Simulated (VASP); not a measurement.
Set up this calculation in VASP 6.6.1, as the native input.

```
Task                   : single point
Functional             : r2SCAN
Potentials or basis    : VASP PAW PBE potentials, release 64 (Ta_pv, N)
Cutoff                 : 520 eV
k mesh                 : 13 × 13 × 12
Occupations            : fermi-dirac, width 0.1 eV
Spin                   : no spin polarisation
Dipole correction      : no
Further INCAR settings : ALGO = Normal; EDIFF = 1e-07; NBANDS = 15
```

The system is TaN.

```
CELL_PARAMETERS angstrom
2.93627 0.00000 0.00000
-1.46814 2.54289 0.00000
0.00000 0.00000 2.88490
ATOMIC_POSITIONS crystal
Ta 0.33333 0.66667 0.50000
N 0.00000 0.00000 0.00000
```

The input as run:

POSCAR

```
TaN
1.0
    2.9362710706     -0.0000000029      0.0000000000
   -1.4681355328      2.5428853410      0.0000000000
    0.0000000000      0.0000000000      2.8848997300
Ta N
1 1
Direct
    0.3333333333      0.6666666667      0.5000000000
    0.0000000000      0.0000000000      0.0000000000
```

INCAR.step1

```
ALGO = Normal
EDIFF = 1E-4
ENCUT = 520
GGA = PE
ISMEAR = -1
LASPH = True
LCHARG = False
LREAL = False
LWAVE = True
NBANDS = 15
NELM = 60
PREC = Accurate
SIGMA = 0.1
```

INCAR.step2

```
ALGO = Normal
EDIFF = 1E-7
ENCUT = 520
ISIF = 2
ISMEAR = -1
ISTART = 1
LASPH = True
LCHARG = False
LMIXTAU = True
LREAL = False
LWAVE = False
METAGGA = R2SCAN
NBANDS = 15
NELM = 60
PREC = Accurate
SIGMA = 0.1
```

KPOINTS

```
k-points
0
Gamma
  13 13 12
```

Potentials or basis: VASP PAW PBE potentials, release 64 (Ta_pv, N).

Launch:

```console
$ cat potpaw_PBE.64/Ta_pv/POTCAR potpaw_PBE.64/N/POTCAR > POTCAR
$ cp INCAR.step1 INCAR
$ mpirun -np 1 vasp_std > vasp.out
$ cp INCAR.step2 INCAR
$ mpirun -np 1 vasp_std > vasp.out
```

It gave:

```yaml
Pressure: 1.5 GPa
Band_gap_on_the_k_mesh: zero (bands 8 and 9 overlap by 0.37 eV)
```

Caveat: the PAW data sets were made with another functional, which shifts forces and pressure a little; spin-orbit coupling is left out, which moves the levels of the heavy elements.

Run time: 3.3 min on 1 thread of Intel Xeon 8259CL, with other jobs on the host, peak memory 0.18 GiB.
